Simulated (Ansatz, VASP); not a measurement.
**One calculation of MgZn3Te4, two programs**

INCAR

```
SYSTEM = MgZn3Te4
PREC = Accurate
ENCUT = 600
EDIFF = 1E-6
ISMEAR = 0
SIGMA = 0.02
LREAL = .False.
LASPH = .True.
NELM = 80
ALGO = Normal
ISIF = 3
LWAVE = .False.
LCHARG = .False.
GGA = PE
IBRION = 2
NSW = 100
EDIFFG = -0.01
```

KPOINTS

```
Automatic mesh
0
Gamma
  6 6 4
  0 0 0
```

The input POSCAR:

```
MgZn3Te4
1.0
    4.4234758000      0.0000000000      0.0000000000
    0.0000000000      4.4234758000      0.0000000000
    0.0000000000      0.0000000000     12.5638084000
Mg Zn Te
1 3 4
Direct
    0.5000000000      0.5000000000      0.0000000000
    0.0000000000      0.0000000000      0.7424230000
    0.5000000000      0.5000000000      0.5000000000
    0.0000000000      0.0000000000      0.2575770000
    0.5000000000      0.0000000000      0.3788800000
    0.0000000000      0.5000000000      0.1361600000
    0.5000000000      0.0000000000      0.8638400000
    0.0000000000      0.5000000000      0.6211200000
```

Input for Ansatz:

```yaml
crystal:
  lattice:
    - [4.4234758, 0.0, 0.0]
    - [0.0, 4.4234758, 0.0]
    - [0.0, 0.0, 12.5638084]
  atoms:
    - { symbol: Mg, position: [0.5, 0.5, 0.0] }
    - { symbol: Zn, position: [0.0, 0.0, 0.742423] }
    - { symbol: Zn, position: [0.5, 0.5, 0.5] }
    - { symbol: Zn, position: [0.0, 0.0, 0.257577] }
    - { symbol: Te, position: [0.5, 0.0, 0.37888] }
    - { symbol: Te, position: [0.0, 0.5, 0.13616] }
    - { symbol: Te, position: [0.5, 0.0, 0.86384] }
    - { symbol: Te, position: [0.0, 0.5, 0.62112] }
basis:
  ecutwfc: 420
kpoints:
  mp_grid: { grid: [6, 6, 4] }
hamiltonian:
  xc: pbe
scf:
  occupations: { method: gaussian, width: 0.02 }
output:
  forces: true
  stress: true
  eigenvalues: true
relax:
  adjacent_minimum: "off"
  f_tol: 0.01
  max_steps: 80
  cell: { stress_tol: 0.05 }
```

Alike in both runs: task relaxation of cell and atoms; functional PBE; k mesh 6 × 6 × 4; occupations gaussian, width 0.02 eV; no spin polarisation.

```csv
,VASP,Ansatz
version,VASP 6.6.1,Ansatz 0.2.0
potentials or method,"VASP PAW PBE potentials, release 64 (Mg, Zn, Te), cutoff 600 eV","scalar-relativistic, plane waves, PAW"
valence electrons in the cell,62,110
```

Ansatz gave:

* gap on the k mesh at the Fermi level, each at its own relaxed structure (eV): 1.28
* relaxed volume (Å³/atom): 30.73
* relaxed cell length with the largest relative difference (Å): 12.564

What did VASP give for the same quantities?

gap on the k mesh at the Fermi level, each at its own relaxed structure (eV): 1.28; relaxed volume (Å³/atom): 30.73; relaxed cell length with the largest relative difference (Å): 12.567.

VASP's potentials hold 62 valence electrons a cell and Ansatz's 110, so a difference there can come from the potentials and not from the codes.

Spin-orbit coupling is off throughout.
